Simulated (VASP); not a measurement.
Pt: single point with PBE

The system is Pt.

```
Pt
1.0
     0.00000    2.12696    1.65903
     2.12696    0.00000    1.65903
     2.12696    2.12696    0.00000
Pt
1
Direct
  0.00000 0.00000 0.00000
```

This cell differs from its parent crystal: ratio of the length along z to the lengths across it x 0.78, volume and fractional coordinates fixed.

```json
{
  "Program": "VASP 6.6.1",
  "Task": "single point",
  "Functional": "PBE",
  "Potentials or basis": "VASP PAW PBE potentials, release 64 (Pt)",
  "Cutoff": "520 eV",
  "k mesh": "12 × 12 × 12",
  "Occupations": "gaussian, width 0.15 eV",
  "Spin": "no spin polarisation",
  "Dipole correction": "no",
  "Further INCAR settings": "ALGO = Normal; EDIFF = 1e-07; NBANDS = 11"
}
```

```
Pressure               : 13.3 GPa
Band gap on the k mesh : zero (band 5 reaches 12.34 eV, above the bottom of band 6 at 10.11 eV)
```

Stress tensor (GPa, compression positive):
```
11.13  0.00  0.00
 0.00 11.13  0.00
 0.00  0.00 17.67
```

Levels at points of the mesh, in eV from the Fermi level:
```
           k point  band 2  band 3  band 4  band 5  band 6  band 7  band 8  band 9
(0.00, 0.00, 0.00)   -3.98   -3.98   -3.15   -1.73   -0.72   15.96   17.76   17.76
(0.50, 0.00, 0.00)   -4.96   -1.95   -0.58   -0.09    1.00    6.46   13.64   17.09
(0.50, 0.50, 0.00)   -6.56    0.38    0.67    0.67    5.87    8.81    8.81   13.07
(0.50, 0.00, 0.50)   -5.88   -0.58   -0.39    0.57    1.23    7.35   12.63   14.74
```

Wall time 35 s on 1 thread of Intel Xeon 8259CL (shared host), peak memory 0.15 GiB.

Caveat: spin-orbit coupling is left out, which moves the levels of the heavy elements.
